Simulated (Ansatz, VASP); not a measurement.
# Two plane-wave programs on TaTe

INCAR

```
PREC = Accurate
ENCUT = 520
EDIFF = 1E-6
ISMEAR = -5
SIGMA = 0.1
LREAL = F
LASPH = T
NELM = 150
ALGO = Normal
ISIF = 2
LWAVE = F
LCHARG = F
ISPIN = 2
MAGMOM = 2 -2 0 0
LORBIT = 11
LMAXMIX = 4
GGA = PS
NBANDS = 29
```

The input KPOINTS:

```
regular mesh
0
Gamma
  10 10 5
```

File POSCAR:

```
TaTe
1.0
    0.0000000000      2.8720962431      2.8720962431
    5.7653724204      2.8720962431      2.8720962431
    5.7653724204      5.7441924862      0.0000000000
Ta Te
2 2
Direct
    0.5000000000      0.5000000000      0.0000000000
    0.5000000000      0.5000000000      0.5000000000
    0.0000000000      0.0000000000      0.0000000000
    0.0000000000      0.0000000000      0.5000000000
```

Input for Ansatz:

```yaml
crystal:
  lattice:
    - [0.0, 2.8720962431, 2.8720962431]
    - [5.7653724204, 2.8720962431, 2.8720962431]
    - [5.7653724204, 5.7441924862, 0.0]
  atoms:
    - { symbol: Ta, position: [0.5, 0.5, 0.0], spin: 2.0 }
    - { symbol: Te, position: [0.0, 0.0, 0.0] }
    - { symbol: Ta, position: [0.5, 0.5, 0.5], spin: -2.0 }
    - { symbol: Te, position: [0.0, 0.0, 0.5] }
basis:
  ecutwfc: 500
  ecutrho_ratio: 4
kpoints:
  mp_grid: { grid: [10, 10, 5] }
hamiltonian:
  xc: pbesol
scf:
  occupations: { method: tetrahedron }
  mixing: { algorithm: anderson, beta: 0.2, ndim: 4 }
output:
  forces: true
  stress: true
  write_density: true
  write_potential: true
  elf: true
  volumetric_format: npy
magnetization:
  spin_polarized: true
```

Alike in both runs: task single point; functional PBEsol; k mesh 10 × 10 × 5; occupations tetrahedron; collinear spin.

|  | VASP | Ansatz |
| --- | --- | --- |
| version | VASP 6.6.1 | Ansatz 0.2.0 |
| potentials or method | VASP PAW PBE potentials, release 64 (Ta_pv, Te), cutoff 520 eV | scalar-relativistic, plane waves, PAW |
| valence electrons in the cell | 34 | 58 |

Ansatz gave:

| Item | Value |
| --- | --- |
| gap on the k mesh at the Fermi level (eV) | none |
| pressure (GPa) | -6.5 |
| net moment per atom (μB) | 0.00 |
| size of the moment on the site where the two differ most (μB) | 0.51 |

Estimate VASP's values.

gap on the k mesh at the Fermi level (eV): none; pressure (GPa): -6.4; net moment per atom (μB): 0.00; size of the moment on the site where the two differ most (μB): 0.54.

VASP's potentials were made for PBE, not for PBEsol. Site moments also hang on the region over which each program counts them. A gap of «none» marks a metal or a gap that the smearing closes. With one functional, cell and mesh, what is left measures potentials, basis and numerics. VASP's potentials hold 34 valence electrons a cell and Ansatz's 58, so a difference there can come from the potentials and not from the codes. Ansatz's warnings: band table not solved further, stability check not made, tetrahedron derivatives may miss energy slope.

Neither program's run includes spin-orbit coupling.
